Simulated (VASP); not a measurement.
Here is a VASP 6.6.1 calculation.

File INCAR:

```
SYSTEM = Ta4W
  ALGO = Normal
  DIPOL = 0.5 0.5 0.500
  EDIFF = 1E-7
  ENCUT = 520
  IDIPOL = 3
  ISIF = 2
  ISMEAR = -1
  LASPH = .True.
  LCHARG = .True.
  LDIPOL = .True.
  LELF = .True.
  LREAL = .False.
  LVACPOTAV = .True.
  LVHAR = .True.
  LWAVE = .False.
  NBANDS = 37
  NELM = 80
  PREC = Accurate
  SIGMA = 0.05
```

KPOINTS

```
k-points
0
Gamma
  10 10 1
  0 0 0
```

The input POSCAR:

```
Ta4W
1.0
    4.6002256691      0.0000000000      0.0000000000
   -2.3001128346      3.9839122926      0.0000000000
    0.0000000000      0.0000000000     19.7561000000
W Ta
1 4
Direct
    0.8333333333      0.1666666667      0.4169545150
    0.1666666667      0.8333333333      0.4556693267
    0.5000000000      0.5000000000      0.4999999459
    0.8333333333      0.1666666667      0.5443306958
    0.1666666667      0.8333333333      0.5830455166
```

Potentials or basis: VASP PAW LDA potentials, release 64 (W_sv, Ta_pv).

The run is started by

```sh
$ cat potpaw_LDA.64/W_sv/POTCAR potpaw_LDA.64/Ta_pv/POTCAR > POTCAR
$ mpirun -np 1 vasp_std > vasp.out
```

(1) What does it give for the band gap on the k mesh?

(2) What does it give for the largest force?

Answers

(1) zero (bands 29 and 30 overlap by 0.33 eV).

(2) 1.532 eV/Å.

Caveat: spin-orbit coupling is left out, which moves the levels of the heavy elements.
